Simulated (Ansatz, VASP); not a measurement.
**One calculation of C, two programs**

```
C
1.0
     2.51292    0.00000    0.00000
     0.00000    3.55381    0.00000
     0.00000    0.00000   18.51290
C
6
Direct
  0.75000 0.09787 0.43919
  0.25000 0.90213 0.43919
  0.25000 0.60994 0.50000
  0.75000 0.39006 0.50000
  0.75000 0.09787 0.56081
  0.25000 0.90213 0.56081
```

Alike in both runs: task single point; functional PBEsol; k mesh 10 × 7 × 1; occupations fermi-dirac, width 0.02 eV; no spin polarisation.

|  | VASP | Ansatz |
| --- | --- | --- |
| version | VASP 6.6.1 | Ansatz 0.2.0 |
| potentials or method | VASP PAW PBE potentials, release 64 (C) | PAW with Ansatz's default frozen-core files, scalar-relativistic |
| plane-wave cutoff (eV) | 520 | 420 |
| valence electrons in the cell | 24 | 24 |

```csv
,VASP,Ansatz,Ansatz less VASP
rms of the force components (eV/Å),0.023,0.002,-0.0206
```

VASP's potentials were made for PBE, not for PBEsol. Atom by atom the forces differ by 0.021 eV/Å (rms over components).
